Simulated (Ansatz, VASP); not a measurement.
# Two plane-wave programs on Cu2IBr

```
I Br Cu
1.0
     1.96853    1.13653    6.38762
    -1.96853    1.13653    6.38762
     0.00000   -2.27306    6.38762
I Br Cu
1 1 2
Direct
  0.00000 0.00000 0.00000
  0.50000 0.50000 0.50000
  0.24903 0.24903 0.24903
  0.75097 0.75097 0.75097
```

Alike in both runs: functional LDA; k mesh 8 × 8 × 8; occupations fermi-dirac, width 0.05 eV; no spin polarisation; Hubbard terms Cu d U = 1.0 eV.

```csv
,VASP,Ansatz
version,VASP 6.6.1,Ansatz 0.2.0
potentials or method,"VASP PAW LDA potentials, release 64 (I, Br, Cu)",Ansatz PAW
plane-wave cutoff (eV),520,420
valence electrons in the cell,36,62
task,single point,band structure
```

|  | VASP | Ansatz | Ansatz less VASP |
| --- | --- | --- | --- |
| gap on the k mesh at the Fermi level (eV) | none | none | - |
| pressure (GPa) | -5.4 | -5.3 | 0.00 |
| traceless stress, the component that is largest in VASP (GPa) | -0.15 | -0.15 | -0.004 |

LDA's correlation is that of Perdew and Zunger in VASP and of Perdew and Wang (1992) in Ansatz. The programs project onto different local orbitals, so the same U acts differently, and such runs can settle in different states. A gap of «none» marks a metal or a gap that the smearing closes. VASP's potentials hold 36 valence electrons a cell and Ansatz's 62, so a difference there can come from the potentials and not from the codes.

Spin-orbit coupling is off throughout.
